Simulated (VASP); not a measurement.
A run of VASP 6.6.1:

INCAR

```
ALGO     = Normal         # electronic algorithm
EDIFF    = 1E-7           # SCF threshold, eV
EDIFFG   = -0.002         # ionic threshold
ENCUT    = 600            # plane-wave cutoff, eV
GGA      = CA             # functional
IBRION   = 2              # ionic algorithm
ISIF     = 3              # what is computed and relaxed
ISMEAR   = -1             # smearing method
LASPH    = True           # aspherical terms in the spheres
LCHARG   = False          # write CHGCAR
LREAL    = False          # projectors in reciprocal space
LWAVE    = False          # write WAVECAR
NELM     = 80             # most SCF steps
NSW      = 100            # ionic steps
PREC     = Accurate       # precision mode
SIGMA    = 0.1            # smearing width, eV
```

File KPOINTS:

```
k-points
0
Gamma
  10 10 10
```

Contents of POSCAR:

```
SrMg
1.0
    3.9000000000      0.0000000000      0.0000000000
    0.0000000000      3.9000000000      0.0000000000
    0.0000000000      0.0000000000      3.9000000000
Sr Mg
1 1
Direct
    0.5000000000      0.5000000000      0.5000000000
    0.0000000000      0.0000000000      0.0000000000
```

Potentials or basis: VASP PAW LDA potentials, release 64 (Sr_sv, Mg).

Run with:

```sh
$ cat potpaw_LDA.64/Sr_sv/POTCAR potpaw_LDA.64/Mg/POTCAR > POTCAR
$ mpirun -np 1 vasp_std > vasp.out
```

Hardware: 1 thread of Intel(R) Xeon(R) 6975P-C (Granite Rapids) (shared host).

Problem. Estimate the wall time of this run.

Solution. Run time: 33 s on 1 thread of Intel(R) Xeon(R) 6975P-C (Granite Rapids) (shared host), peak memory 0.2 GiB. Counts: scf iterations 34, k points 56, ion steps 4.
